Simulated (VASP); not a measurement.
Runs of VASP 6.6.1 on Re. The structure is that of space group P6_3/mmc (No. 194), or close to it. The cells are those of the table. 

```tsv
cell	gap on the mesh (eV)	pressure (GPa)
a = 2.707, b = 2.707, c = 4.368 Å, angles 90.0, 90.0, 120.0°, 2 atoms	none	35.6
a = 2.784, b = 2.784, c = 4.491 Å, angles 90.0, 90.0, 120.0°, 2 atoms	none	-0.7
a = 2.820, b = 2.820, c = 4.550 Å, angles 90.0, 90.0, 120.0°, 2 atoms	none	(b)
a = 2.746, b = 2.746, c = 4.430 Å, angles 90.0, 90.0, 120.0°, 2 atoms	none	(a)
a = 2.856, b = 2.856, c = 4.608 Å, angles 90.0, 90.0, 120.0°, 2 atoms	none	-23.9
a = 2.668, b = 2.668, c = 4.304 Å, angles 90.0, 90.0, 120.0°, 2 atoms	none	60.7
a = 2.891, b = 2.891, c = 4.664 Å, angles 90.0, 90.0, 120.0°, 2 atoms	none	-32.0
```

Alike in all rows: task single point; level revPBE; potentials or basis VASP PAW PBE potentials, release 64 (Re); no spin polarisation; k mesh 21 × 21 × 12; cutoff (eV) 520; smearing fermi-dirac 0.1 eV.

**Question.** Fill in the values left out.

**Answer.** (a) 15.5; (b) -13.6.

Caveats: the PAW data sets were made with another functional, which shifts forces and pressure a little; spin-orbit coupling is left out, which moves the levels of the heavy elements; the cell stands under pressure (at least some runs); the cell stands under tension (at least some runs).

A k mesh can miss the band edges, and the runs leave out spin-orbit coupling on Re.

A gap of «none» marks levels without a gap at the run's occupations.
